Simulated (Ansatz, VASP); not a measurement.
**Two plane-wave programs on TaN**

```xyz
2
Lattice="2.9380 0.0000 0.0000 -1.4690 2.6589 0.0000 0.0000 0.0000 2.8830" Properties=species:S:1:pos:R:3 pbc="T T T"
Ta    0.0000    1.7726    1.4415
N     0.0000    0.0000    0.0000
```

Change from the starting cell: strain +0.0450 x Voigt [0, 1, 0, 0, 0, 0], atoms carried along.

Alike in both runs: task single point; functional r2SCAN; k mesh 18 × 18 × 16; occupations gaussian, width 0.15 eV; no spin polarisation.

```csv
,VASP,Ansatz
version,VASP 6.6.1,Ansatz 0.2.0
potentials or method,"VASP PAW PBE potentials, release 64 (Ta_pv, N), cutoff 520 eV","scalar-relativistic, plane waves, PAW"
valence electrons in the cell,16,18
```

Ansatz gave:

```
gap on the k mesh at the Fermi level (eV)                     : none
pressure (GPa)                                                : -13.7
traceless stress, the component that is largest in VASP (GPa) : -13.64
rms of the force components (eV/Å)                            : 0.005
```

Task: Which values does VASP return?

Result: gap on the k mesh at the Fermi level (eV): none; pressure (GPa): -12.3; traceless stress, the component that is largest in VASP (GPa): -13.71; rms of the force components (eV/Å): 0.002.

VASP's potentials were made for PBE, not for r2SCAN. Atom by atom the forces differ by 0.003 eV/Å (rms over components). A gap of «none» marks a metal or a gap that the smearing closes. VASP's potentials hold 16 valence electrons a cell and Ansatz's 18, so a difference there can come from the potentials and not from the codes.

Spin-orbit coupling is off throughout.
